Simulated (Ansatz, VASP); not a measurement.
# TiCo2: VASP beside Ansatz

```
CELL_PARAMETERS angstrom
0.00000 3.28071 3.28071
3.28071 0.00000 3.28071
3.28071 3.28071 0.00000
ATOMIC_POSITIONS crystal
Ti 0.50000 0.50000 0.50000
Ti 0.75000 0.75000 0.75000
Co 0.12500 0.12500 0.12500
Co 0.62500 0.12500 0.12500
Co 0.12500 0.12500 0.62500
Co 0.12500 0.62500 0.12500
```

Alike in both runs: functional PBEsol; k mesh 10 × 10 × 10; occupations fermi-dirac, width 0.15 eV; no spin polarisation.

Ansatz relaxed the structure, and its values are those at the end. VASP's run is a single point on that final structure, the one shown.

```csv
,VASP,Ansatz
version,VASP 6.6.1,Ansatz 0.2.0
potentials or method,"VASP PAW PBE potentials, release 64 (Ti_sv, Co), cutoff 520 eV","scalar-relativistic, plane waves, PAW"
valence electrons in the cell,60,92
```

Ansatz gave:

- gap on the k mesh at the Fermi level (eV): none
- pressure (GPa): 0.0

**Question.** What did VASP give for the same quantities?

**Answer.** gap on the k mesh at the Fermi level (eV): none; pressure (GPa): -0.6.

VASP's potentials were made for PBE, not for PBEsol. A gap of «none» marks a metal or a gap that the smearing closes. The functional is the same, so the differences come from potentials, cutoffs and numerics. VASP's potentials hold 60 valence electrons a cell and Ansatz's 92, so a difference there can come from the potentials and not from the codes.
